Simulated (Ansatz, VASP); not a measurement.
# La2O in VASP and in Ansatz

The input INCAR:

```
SYSTEM = La2O
PREC = Accurate
ENCUT = 600
EDIFF = 1E-7
ISMEAR = 0
SIGMA = 0.1
LREAL = .False.
LASPH = .True.
NELM = 80
ALGO = Normal
ISIF = 3
LWAVE = .False.
LCHARG = .False.
GGA = PE
IBRION = 2
NSW = 90
EDIFFG = -0.04
```

Contents of KPOINTS:

```
Automatic mesh
0
Gamma
  4 4 4
  0 0 0
```

The input POSCAR:

```
La2O
1.0
    0.0000000000      3.3793357300      3.3793357300
    3.3793357300      0.0000000000      3.3793357300
    3.3793357300      3.3793357300      0.0000000000
La O
2 1
Direct
    0.2500000000      0.2500000000      0.2500000000
    0.7500000000      0.7500000000      0.7500000000
    0.0000000000      0.0000000000      0.0000000000
```

Input for Ansatz:

```yaml
crystal:
  lattice:
    - [0.0, 3.37933573, 3.37933573]
    - [3.37933573, 0.0, 3.37933573]
    - [3.37933573, 3.37933573, 0.0]
  atoms:
    - { symbol: La, position: [0.25, 0.25, 0.25] }
    - { symbol: La, position: [0.75, 0.75, 0.75] }
    - { symbol: O, position: [0.0, 0.0, 0.0] }
basis:
  ecutwfc: 420
kpoints:
  mp_grid: { grid: [4, 4, 4] }
hamiltonian:
  xc: pbe
scf:
  occupations: { method: gaussian, width: 0.1 }
  lower_state_search: "off"
output:
  forces: true
  stress: true
  eigenvalues: true
relax:
  adjacent_minimum: "off"
  f_tol: 0.04
  max_steps: 70
  cell: { stress_tol: 0.4 }
```

Change from the starting cell: species swapped into the Na2S type (Fm-3m, No. 225).

Alike in both runs: task relaxation of cell and atoms; functional PBE; k mesh 4 × 4 × 4; occupations gaussian, width 0.1 eV; no spin polarisation.

|  | VASP | Ansatz |
| --- | --- | --- |
| version | VASP 6.6.1 | Ansatz 0.2.0 |
| potentials or method | VASP PAW PBE potentials, release 64 (La, O), cutoff 600 eV | scalar-relativistic, plane waves, PAW |
| valence electrons in the cell | 28 | 28 |

```csv
,VASP,Ansatz,Ansatz less VASP
"gap on the k mesh at the Fermi level, each at its own relaxed structure (eV)",none,none,-
relaxed volume (Å³/atom),21.59,21.69,+0.101
relaxed cell length with the largest relative difference (Å),4.508,4.515,+0.0070
```

A gap of «none» marks a metal or a gap that the smearing closes.

The k mesh is coarse, so the values compare programs but aren't converged. Neither program's run includes spin-orbit coupling. Noted on VASP's run: the volume moved by over 15 % at a fixed basis, so the end points are rough.
